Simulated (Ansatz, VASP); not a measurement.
Si2Mo in VASP and in Ansatz

The input INCAR:

```
PREC = Accurate
ENCUT = 520
EDIFF = 1E-6
ISMEAR = -1
SIGMA = 0.15
LREAL = False
LASPH = True
NELM = 80
ALGO = Normal
ISIF = 2
LWAVE = False
LCHARG = False
GGA = PE
NBANDS = 18
```

File KPOINTS:

```
Automatic mesh
0
Gamma
  13 13 13
```

The input POSCAR:

```
Si2Mo
1.0
   -1.6313805159      1.6313805159      4.0075881985
    1.6313805159     -1.6313805159      4.0075881985
    1.6313805159      1.6313805159     -4.0075881985
Si Mo
2 1
Direct
    0.3330000000      0.3330000000      0.0000000000
    0.6670000000      0.6670000000      0.0000000000
    0.0000000000      0.0000000000      0.0000000000
```

Input for Ansatz:

```yaml
crystal:
  lattice:
    - [-1.6313805158755461, 1.6313805158755461, 4.007588198530521]
    - [1.6313805158755461, -1.6313805158755461, 4.007588198530521]
    - [1.6313805158755461, 1.6313805158755461, -4.007588198530521]
  atoms:
    - { symbol: Si, position: [0.333, 0.333, 0.0] }
    - { symbol: Si, position: [0.667, 0.667, 0.0] }
    - { symbol: Mo, position: [0.0, 0.0, 0.0] }
basis:
  ecutwfc: 557.833418042754
kpoints:
  mp_grid:
    grid: [13, 13, 13]
scf:
  occupations:
    method: fermi_dirac
    width: 0.15
output:
  stress: true
```

Alike in both runs: task single point; functional PBE; k mesh 13 × 13 × 13; occupations fermi-dirac, width 0.15 eV; no spin polarisation.

|  | VASP | Ansatz |
| --- | --- | --- |
| version | VASP 6.6.1 | Ansatz 0.2.0 |
| potentials or method | VASP PAW PBE potentials, release 64 (Si, Mo_sv), cutoff 520 eV | plane waves, PAW |
| valence electrons in the cell | 22 | 22 |

|  | VASP | Ansatz | Ansatz less VASP |
| --- | --- | --- | --- |
| pressure (GPa) | -8.6 | -8.8 | -0.15 |
| traceless stress, the component that is largest in VASP (GPa) | -1.41 | -1.40 | +0.003 |
